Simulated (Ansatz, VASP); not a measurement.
One calculation of Au, two programs

```
CELL_PARAMETERS angstrom
0.00000 2.21560 2.21560
2.21560 0.00000 2.21560
2.21560 2.21560 0.00000
ATOMIC_POSITIONS crystal
Au 0.00000 0.00000 0.00000
```

Alike in both runs: functional PBE; k mesh 17 × 17 × 17; occupations fermi-dirac, width 0.05 eV; no spin polarisation.

Ansatz relaxed the structure, and its values are those at the end. VASP's run is a single point on that final structure, the one shown.

```csv
,VASP,Ansatz
version,VASP 6.6.1,Ansatz 0.2.0
potentials or method,"VASP PAW PBE potentials, release 64 (Au), cutoff 520 eV","all-electron LAPW, non-relativistic"
```

Ansatz gave:

| Quantity | Value |
| --- | --- |
| pressure (GPa) | 0.0 |

**Question.** What did VASP give for the same quantities?

**Answer.** Pressure (GPa): -15.0.

One of these differences is far larger than is usual between the two programs; its cause wasn't traced. Ansatz ran all-electron here, and VASP with PAW potentials.

Neither program's run includes spin-orbit coupling.
